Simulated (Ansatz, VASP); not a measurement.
# SiC: VASP beside Ansatz

INCAR

```
SYSTEM = SiC
  ALGO = Normal
  EDIFF = 1E-6
  ENCUT = 520
  GGA = PS
  ISIF = 2
  ISMEAR = 0
  LASPH = .TRUE.
  LCHARG = .FALSE.
  LREAL = .FALSE.
  LWAVE = .FALSE.
  NBANDS = 11
  NELM = 100
  PREC = Accurate
  SIGMA = 0.05
```

The input KPOINTS:

```
k-points
0
G
  12 12 12
  0 0 0
```

POSCAR

```
SiC
1.0
    0.0000000000      2.1639211883      2.1639211883
    2.1639211883      0.0000000000      2.1639211883
    2.1930619937      2.1930619937     -0.0291408053
Si C
1 1
Direct
    0.0000000000      0.0000000000      0.0000000000
    0.7500000000      0.7500000000      0.7500000000
```

Input for Ansatz:

```yaml
crystal:
  lattice:
    - [0.0, 2.1639211883, 2.1639211883]
    - [2.1639211883, 0.0, 2.1639211883]
    - [2.1930619937, 2.1930619937, -0.0291408053]
  atoms:
    - { symbol: Si, position: [0.0, 0.0, 0.0] }
    - { symbol: C, position: [0.75, 0.75, 0.75] }
basis:
  ecutwfc: 520.0
kpoints:
  mp_grid: { grid: [12, 12, 12] }
hamiltonian:
  xc: pbesol
  pseudopotentials: { kind: paw, azcp: { folder: soft_1 } }
scf:
  occupations: { method: gaussian, width: 0.05 }
output:
  forces: true
  stress: true
  eigenvalues: true
```

Alike in both runs: task single point; functional PBEsol; k mesh 12 × 12 × 12; occupations gaussian, width 0.05 eV; no spin polarisation.

|  | VASP | Ansatz |
| --- | --- | --- |
| version | VASP 6.6.1 | Ansatz 0.2.0 |
| potentials or method | VASP PAW PBE potentials, release 64 (Si, C), cutoff 520 eV | scalar-relativistic, plane waves, PAW |
| valence electrons in the cell | 8 | 8 |

|  | VASP | Ansatz | Ansatz less VASP |
| --- | --- | --- | --- |
| gap on the k mesh at the Fermi level (eV) | 1.19 | 1.20 | +0.011 |
| least direct gap on the mesh (eV) | 4.33 | 4.35 | +0.015 |
| pressure (GPa) | 0.5 | 0.1 | -0.35 |
| traceless stress, the component that is largest in VASP (GPa) | -3.60 | -3.58 | +0.027 |
| rms of the force components (eV/Å) | 0.103 | 0.102 | -0.0015 |

VASP's potentials were made for PBE, not for PBEsol, and Ansatz warns of the same on its side. Atom by atom the forces differ by 0.001 eV/Å (rms over components).
